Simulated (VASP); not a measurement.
# Ag (C2/m) in VASP: notebook

Ag is run at these levels: r2SCAN; tasks: electric field gradients.

Program: VASP 6.6.1. These are calculated values, not measurements. Logs are shortened: lines on timing, memory, paths and dates and some standing lists are left out, and cuts for length are marked.

### Step 1. The cell of the first run

It takes space group C2/m (No. 12, monoclinic). Conventional cell: a = 5.092 Å, b = 2.940 Å, c = 4.763 Å, α = 90.00°, β = 90.00°, γ = 90.00°. Within 2.7 Å of Ag (site symmetry m) lie 3 Ag at 2.05 to 2.60 Å.

### Step 2. Electric field gradients, r2SCAN (shortest bond scaled by 0.7)

Input file POSCAR:

```
Ag
1.0
    2.9401015088      0.0000000000      0.0000000000
   -1.4700507544      2.5462025963      0.0000000000
    0.0000000000      0.0000000000      4.7629644442
Ag
2
Direct
    0.2333333333      0.6166666667      0.1750000000
    0.7666666667      0.3833333333      0.8250000000
```

Input file INCAR.step1:

```
PREC = Accurate
ENCUT = 510
ISMEAR = -1
SIGMA = 0.05
LREAL = F
LASPH = T
NELM = 120
NBANDS = 26
GGA = PE
ALGO = Normal
EDIFF = 1E-5
LWAVE = T
LCHARG = F
GGA_COMPAT = F
```

Input file INCAR.step2:

```
PREC = Accurate
ENCUT = 510
EDIFF = 1E-8
ISMEAR = -1
SIGMA = 0.05
LREAL = F
LASPH = T
NELM = 120
ALGO = Normal
ISIF = 2
LWAVE = F
LCHARG = F
METAGGA = R2SCAN
LMIXTAU = T
LEFG = T
NBANDS = 26
ISTART = 1
GGA_COMPAT = F
```

Input file KPOINTS:

```
regular mesh
0
Gamma
  12 12 6
```

Potentials or basis: VASP PAW PBE potentials, release 64 (Ag_sv_GW).

On the command line:

```sh
$ cat potpaw_PBE.64/Ag_sv_GW/POTCAR > POTCAR
$ cp INCAR.step1 INCAR
$ mpirun -np 1 vasp_std > vasp.out
$ cp INCAR.step2 INCAR
$ mpirun -np 1 vasp_std > vasp.out
```

OUTCAR:

```text
PREC = Accurate
   ENCUT = 510
   EDIFF = 1E-8
   ISMEAR = -1
   LREAL = F
   LASPH = T
   NELM = 120
   ISIF = 2
   METAGGA = R2SCAN
   ISTART = 1

 ion  position               nearest neighbor table
   1  0.233  0.617  0.175-   2 2.05   2 2.60   2 2.60
   2  0.767  0.383  0.825-   1 2.05   1 2.60   1 2.60

  LATTYP: Found a hexagonal cell.
 ALAT       =     2.9401015088
 C/A-ratio  =     1.6200000000

  Lattice vectors:

 A1 = (   2.9401015088,   0.0000000000,   0.0000000000)
 A2 = (  -1.4700507544,   2.5462025963,   0.0000000000)
 A3 = (   0.0000000000,   0.0000000000,   4.7629644442)

Analysis of symmetry for initial positions (statically):
=====================================================================
 Subroutine PRICEL returns:
 Original cell was already a primitive cell.

 Routine SETGRP: Setting up the symmetry group for a
 hexagonal supercell.

 Subroutine GETGRP returns: Found  4 space group operations
 (whereof  4 operations were pure point group operations)
 out of a pool of 24 trial point group operations.

The static configuration has the point symmetry C_2h.

Analysis of symmetry for dynamics (positions and initial velocities):
=====================================================================
 Subroutine PRICEL returns:
 Original cell was already a primitive cell.

 Routine SETGRP: Setting up the symmetry group for a
 hexagonal supercell.

 Subroutine GETGRP returns: Found  4 space group operations
 (whereof  4 operations were pure point group operations)
 out of a pool of 24 trial point group operations.

The dynamic configuration has the point symmetry C_2h.

 Subroutine INISYM returns: Found  4 space group operations
 (whereof  4 operations are pure point group operations),
 and found     1 'primitive' translations

----------------------------------------------------------------------------------------

                                     Primitive cell

  volume of cell :      35.6560

  direct lattice vectors                    reciprocal lattice vectors
     2.940101509  0.000000000  0.000000000     0.340124311  0.196370863  0.000000000
    -1.470050754  2.546202596  0.000000000     0.000000000  0.392741725  0.000000000
     0.000000000  0.000000000  4.762964444     0.000000000  0.000000000  0.209953278

  length of vectors
     2.940101509  2.940101509  4.762964444     0.392741725  0.392741725  0.209953278

  position of ions in fractional coordinates (direct lattice)
     0.233333333  0.616666667  0.175000000
     0.766666667  0.383333333  0.825000000

  ion indices of the primitive-cell ions
   primitive index   ion index
                 1           1
                 2           2

----------------------------------------------------------------------------------------

 KPOINTS: regular mesh

Automatic generation of k-mesh.
 Grid dimensions read from file:
 generate k-points for:   12   12    6

 Generating k-lattice:

  Cartesian coordinates                     Fractional coordinates (reciprocal lattice)
     0.028343693  0.016364239  0.000000000     0.083333333  0.000000000  0.000000000
     0.000000000  0.032728477  0.000000000     0.000000000  0.083333333  0.000000000
     0.000000000  0.000000000  0.034992213     0.000000000  0.000000000  0.166666667

  Length of vectors
     0.032728477  0.032728477  0.034992213

  Shift w.r.t. Gamma in fractional coordinates (k-lattice)
     0.000000000  0.000000000  0.000000000

 Subroutine IBZKPT returns following result:
 ===========================================

 Found    242 irreducible k-points:

 Following reciprocal coordinates:
            Coordinates               Weight
  0.000000  0.000000  0.000000      1.000000
  0.083333  0.000000  0.000000      2.000000
  0.000000  0.083333  0.000000      4.000000
  0.166667  0.000000  0.000000      2.000000
  0.000000  0.166667  0.000000      4.000000
  0.250000  0.000000  0.000000      2.000000
[... 16 lines left out ...]
 -0.083333  0.416667  0.000000      4.000000
 -0.416667  0.333333  0.000000      4.000000
 [... further k-points ...]
   k-points           NKPTS =    242   k-points in BZ     NKDIM =    242   number of bands    NBANDS=     26
   number of dos      NEDOS =    301   number of ions     NIONS =      2
   total plane-waves  NPLWV =  20736
   dimension x,y,z NGX =    24 NGY =   24 NGZ =   36
   dimension x,y,z NGXF=    48 NGYF=   48 NGZF=   72
   ions per type =               2
   NGX,Y,Z   is equivalent  to a cutoff of  13.57, 13.57, 12.57 a.u.
   NGXF,Y,Z  is equivalent  to a cutoff of  27.14, 27.14, 25.13 a.u.
 SYSTEM =  unknown system
   PREC   = accura    normal or accurate (medium, high low for compatibility)
   ISTART =      1    job   : 0-new  1-cont  2-samecut
   ICHARG =      0    charge: 1-file 2-atom 10-const
   ISPIN  =      1    spin polarized calculation?
   LNONCOLLINEAR =      F non collinear calculations
   LSORBIT =      F    spin-orbit coupling
   LASPH  =      T    aspherical Exc in radial PAW
   ENCUT  =  510.0 eV  37.48 Ry    6.12 a.u.   5.41  5.41  8.77*2*pi/ulx,y,z
   NELM   =    120;   NELMIN=  2; NELMDL=  0     # of ELM steps
   EDIFF  = 0.1E-07   stopping-criterion for ELM
   LREAL  =      F    real-space projection
   EDIFFG = 0.1E-06   stopping-criterion for IOM
   NSW    =      0    number of steps for IOM
   IBRION =     -1    ionic relax: 0-MD 1-quasi-New 2-CG
   NFREE  =      0    steps in history (QN), initial steepest desc. (CG)
   ISIF   =      2    stress and relaxation
   ISYM   =      2    0-nonsym 1-usesym 2-fastsym
   POTIM  = 0.5000    time-step for ionic-motion
   TEBEG  =    0.0;   TEEND  =   0.0 temperature during run
   PSTRESS=    0.0 pullay stress
   NELECT =      38.0000    total number of electrons
   NUPDOWN=      -1.0000    fix difference up-down
   EMIN   =  10.00;   EMAX   =-10.00  energy-range for DOS
   EFERMI =   0.00;   METHOD = LEGACY
   ISMEAR =    -1;   SIGMA  =   0.05  broadening in eV -4-tet -1-fermi 0-gaus
   EFERMI_NEDOS =   21; number of points for ismear=-14 and -15
   IALGO  =     38    algorithm
   IMIX   =      4    mixing-type and parameters
     AMIX     =   0.40;   BMIX     =  1.00
     AMIX_MAG =   1.60;   BMIX_MAG =  1.00
  volume/ion in A,a.u.               =      17.83       120.31
  Fermi-wavevector in a.u.,A,eV,Ry     =   1.672214  3.160026 38.045961  2.796299
  Thomas-Fermi vector in A             =   2.757400
   LORBIT       =      0    0 simple, 1 ext, 2 COOP (PROOUT), +10 PAW based schemes
   METAGGA = R2SCAN    functional components
   LHFCALC =     F    Hartree Fock is set to
   AEXX    =    0.0000 exact exchange contribution
   IVDW    =     0    specifies the selected vdW correction
   LEPSILON=     F    determine dielectric tensor
   LRPA    =     F    only Hartree local field effects (RPA)
 non-spin polarized calculation
  energy-cutoff  :      510.00
  volume of cell :       35.66
 maximum number of plane-waves:       966
 NGX is ok and might be reduce to    24
   NGX = 11   NGY = 11   NGZ = 17

 number of electron      37.9999999 magnetization

 Free energy of the ion-electron system (eV)
  ---------------------------------------------------
  ext. energy  EPLUGINS =         0.00000000
  ---------------------------------------------------
  free energy    TOTEN  =       -35.13906854 eV

  energy without entropy =      -35.13478302  energy(sigma->0) =      -35.13692578

 E-fermi :   6.9428     XC(G=0): -12.7203

 val. band max:        6.8806706876   @ k =  -0.0833   0.1667   0.1667
 cond. band min:       6.9460559445   @ k =  -0.0833   0.5000   0.3333
 fundamental gap:      0.0653852568
 Fermi energy:         6.9427975667

 k-point     1 :       0.0000    0.0000    0.0000
  band No.  band energies     occupation
      1     -88.3084      2.00000
      2     -88.0434      2.00000
      3     -51.7003      2.00000
      4     -50.7206      2.00000
      5     -50.7203      2.00000
      6     -50.7147      2.00000
[... 18 lines left out ...]
     25      26.2976      0.00000
     26      26.6738      0.00000

 k-point     2 :       0.0833    0.0000    0.0000
  band No.  band energies     occupation
      1     -88.3062      2.00000
      2     -88.0445      2.00000
      3     -51.7027      2.00000
      4     -50.7662      2.00000
      5     -50.7313      2.00000
      6     -50.6791      2.00000
[... 18 lines left out ...]
     25      25.1933      0.00000
     26      26.9126      0.00000

 k-point     3 :       0.0000    0.0833    0.0000
  band No.  band energies     occupation
      1     -88.3069      2.00000
      2     -88.0437      2.00000
      3     -51.7012      2.00000
      4     -50.7550      2.00000
      5     -50.7204      2.00000
      6     -50.6986      2.00000
[... 18 lines left out ...]
     25      26.3815      0.00000
     26      27.0554      0.00000

 k-point     4 :       0.1667    0.0000    0.0000
  band No.  band energies     occupation
      1     -88.2998      2.00000
      2     -88.0473      2.00000
      3     -51.7087      2.00000
      4     -50.8203      2.00000
      5     -50.7538      2.00000
      6     -50.6519      2.00000
[... 18 lines left out ...]
     25      24.6486      0.00000
     26      25.6940      0.00000

 k-point     5 :       0.0000    0.1667    0.0000
  band No.  band energies     occupation
      1     -88.3028      2.00000
      2     -88.0443      2.00000
      3     -51.7026      2.00000
      4     -50.8020      2.00000
      5     -50.7247      2.00000
      6     -50.6923      2.00000
[... 18 lines left out ...]
     25      25.4089      0.00000
     26      25.7365      0.00000

 k-point     6 :       0.2500    0.0000    0.0000
  band No.  band energies     occupation
      1     -88.2908      2.00000
      2     -88.0514      2.00000
      3     -51.7171      2.00000
      4     -50.8734      2.00000
      5     -50.7797      2.00000
      6     -50.6350      2.00000
[... 427 lines left out ...]
 k-point    21 :      -0.3333    0.2500    0.0000
  band No.  band energies     occupation
      1     -88.2913      2.00000
      2     -88.0479      2.00000
      3     -51.7101      2.00000
      4     -50.8889      2.00000
      5     -50.7513      2.00000
      6     -50.6751      2.00000
[... 18 lines left out ...]
     25      21.9902      0.00000
     26      23.9694      0.00000

 k-point    22 :       0.3333    0.0833    0.0000
  band No.  band energies     occupation
      1     -88.2776      2.00000
      2     -88.0575      2.00000
      3     -51.7300      2.00000
      4     -50.9326      2.00000
      5     -50.8152      2.00000
      6     -50.6205      2.00000
[... 18 lines left out ...]
     25      20.0113      0.00000
     26      23.6126      0.00000

 k-point    23 :      -0.0833    0.4167    0.0000
  band No.  band energies     occupation
      1     -88.2889      2.00000
      2     -88.0463      2.00000
      3     -51.7074      2.00000
      4     -50.9042      2.00000
      5     -50.7718      2.00000
      6     -50.6834      2.00000
[... 18 lines left out ...]
     25      20.0465      0.00000
     26      23.0512      0.00000

 k-point    24 :      -0.4167    0.3333    0.0000
  band No.  band energies     occupation
      1     -88.2866      2.00000
      2     -88.0486      2.00000
      3     -51.7121      2.00000
      4     -50.9207      2.00000
      5     -50.7607      2.00000
      6     -50.6825      2.00000
[... 18 lines left out ...]
     25      19.9877      0.00000
     26      22.9752      0.00000

 [... further k-points ...]
[... 5 lines left out ...]
  --------------------------------------------------------------------------------------
  -------------------------------------------------------------------------------------
  Total        7.8064263      3.2129745     18.0852064      3.9780459      5.5339718      9.5851181
  in kB      350.7762858    144.3727554    812.6460546    178.7507008    248.6651398    430.7005543
  external PRESSURE =     435.9316986 kB  Pullay stress =       0.0000000 kB

 VOLUME and BASIS-vectors are now :
 -----------------------------------------------------------------------------
  energy-cutoff  :      510.00
  volume of cell :       35.66
      direct lattice vectors                 reciprocal lattice vectors
     2.940101509  0.000000000  0.000000000     0.340124311  0.196370863  0.000000000
    -1.470050754  2.546202596  0.000000000     0.000000000  0.392741725  0.000000000
     0.000000000  0.000000000  4.762964444     0.000000000  0.000000000  0.209953278

 POSITION                                       TOTAL-FORCE (eV/Angst)
 -----------------------------------------------------------------------------------
     -0.22051      1.57016      0.83352         5.775047      3.334225     12.647015
      1.69056      0.97604      3.92945        -5.775047     -3.334225    -12.647015
 -----------------------------------------------------------------------------------
    total drift:                               -0.000000      0.000000     -0.000000

  FREE ENERGIE OF THE ION-ELECTRON SYSTEM (eV)
  ---------------------------------------------------
  free  energy   TOTEN  =       -35.1390685389 eV

  energy  without entropy=      -35.1347830150  energy(sigma->0) =      -35.13692578

 Electric field gradients (V/A^2)
---------------------------------------------------------------------
 ion       V_xx      V_yy      V_zz      V_xy      V_xz      V_yz
---------------------------------------------------------------------
   1     -19.257   -15.012    34.269    -3.684     1.879     1.085
   2     -19.257   -15.012    34.269    -3.684     1.879     1.085
---------------------------------------------------------------------

 Electric field gradients after diagonalization (V/A^2)
 (convention: |V_zz| > |V_xx| > |V_yy|)
----------------------------------------------------------------------
 ion       V_xx      V_yy      V_zz     asymmetry (V_yy - V_xx)/ V_zz
----------------------------------------------------------------------
   1     -21.471   -12.883    34.354       0.250
   2     -21.471   -12.883    34.354       0.250
----------------------------------------------------------------------

           NMR quadrupolar parameters

 Cq : quadrupolar parameter    Cq=e*Q*V_zz/h
 eta: asymmetry parameters     (V_yy - V_xx)/ V_zz
 Q  : nuclear electric quadrupole moment in mb (millibarn)
----------------------------------------------------------------------
 ion       Cq(MHz)       eta       Q (mb)
----------------------------------------------------------------------
   1       0.083       0.250       1.000
   2       0.083       0.250       1.000
----------------------------------------------------------------------
```

Wall time 16 min (1 thread of Intel Xeon Platinum 8175M at 2.50GHz (Skylake/Cascade Lake), shared host); peak memory 0.34 GiB.

What came out:

| Property | Result |
| --- | --- |
| Free energy | -35.1391 eV |
| Pressure | 43.6 GPa |
| Largest force | 14.297 eV/Å |
| Band gap on the k mesh | zero (bands 19 and 20 overlap by 6.46 eV) |
| Largest electric field gradient by atom | Ag +34.4 V/Å² |

Forces on the atoms (eV/Å):
```
Ag    5.775   3.334  12.647
Ag   -5.775  -3.334 -12.647
```

Stress tensor (GPa, compression positive):
```
35.08 17.88 43.07
17.88 14.44 24.87
43.07 24.87 81.26
```

Levels at points of the mesh, in eV from the Fermi level:
```tsv
k point	band 17	band 18	band 19	band 20	band 21	band 22
(0.00, 0.00, 0.00)	-3.78	-3.40	-2.53	0.82	2.34	15.17
(0.50, 0.00, 0.00)	-3.50	-3.10	0.16	0.93	6.15	6.74
(0.00, 0.50, 0.00)	-3.57	-2.55	-0.58	1.77	5.70	8.18
(0.00, 0.00, 0.50)	-3.67	-3.45	-3.32	-2.40	8.30	14.30
(0.50, 0.00, 0.50)	-3.49	-3.17	0.41	0.78	4.44	4.54
(0.00, 0.50, 0.50)	-3.40	-2.48	0.36	2.07	3.30	4.81
```

Electric field gradients, principal values (V/Å²):
```tsv
atom	least	middle	greatest (by size)
1 Ag	-12.883	-21.471	34.354
2 Ag	-12.883	-21.471	34.354
```

Caveat: the cell differs from its parent crystal (shortest bond scaled by 0.7); the stress differs along the axes, from 14 to 81 GPa; without QUAD_EFG the Cq values of the log hold for a quadrupole moment of 1 mb, not for the nuclei; the PAW data sets were made with another functional, which shifts forces and pressure a little.

(Continued in part 2 of 2.)

The gap in the log of VASP goes by the Fermi energy; the results here count the filled bands.